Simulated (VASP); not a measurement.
Set up this calculation in VASP 6.6.1, as the native input.

* Task: single point
* Functional: PBE
* Potentials or basis: VASP PAW PBE potentials, release 64 (Cd, Ag, Br)
* Cutoff: 520 eV
* k mesh: 4 × 4 × 4
* Occupations: gaussian, width 0.1 eV
* Spin: no spin polarisation
* Dipole correction: no
* Further INCAR settings: ALGO = Normal; EDIFF = 1e-07; NBANDS = 30

The structure of CdAgBr3 lies in POSCAR:

```
CdAgBr3
1.0
    3.6850542400      2.1275670600      3.0088341800
   -3.6850542400      2.1275670600      3.0088341800
    0.0000000000     -4.2551341100      3.0088341800
Cd Ag Br
1 1 3
Direct
    0.4742052800      0.4742052800      0.4742052800
    0.9742052800      0.9742052800      0.9742052800
    0.0000000000      0.5000000000      0.0000000000
    0.5000000000      0.0000000000      0.0000000000
    0.0000000000      0.0000000000      0.5000000000
```

These files were run (other wordings do the same):

INCAR

```
PREC = Accurate
ENCUT = 520
EDIFF = 1E-7
ISMEAR = 0
SIGMA = 0.1
LREAL = False
LASPH = True
NELM = 60
ALGO = Normal
ISIF = 2
LWAVE = False
LCHARG = False
GGA = PE
NBANDS = 30
```

KPOINTS

```
Automatic mesh
0
Gamma
  4 4 4
```

Potentials or basis: VASP PAW PBE potentials, release 64 (Cd, Ag, Br).

Launch:

```sh
$ cat potpaw_PBE.64/Cd/POTCAR potpaw_PBE.64/Ag/POTCAR potpaw_PBE.64/Br/POTCAR > POTCAR
$ mpirun -np 1 vasp_std > vasp.out
```

Results of the run:

| Item | Value |
| --- | --- |
| Pressure | 3.5 GPa |
| Largest force | 1.627 eV/Å |
| Band gap on the k mesh | zero (bands 22 and 23 overlap by 2.07 eV) |

Caveat: the cell stands under pressure; forces of over 1 eV/Å act on the atoms, so gaps and moduli don't describe the material at rest.

Wall time 76 s on 1 thread of Oxide Virtual Turin-like Processor, on a shared host, peak memory 0.23 GiB.
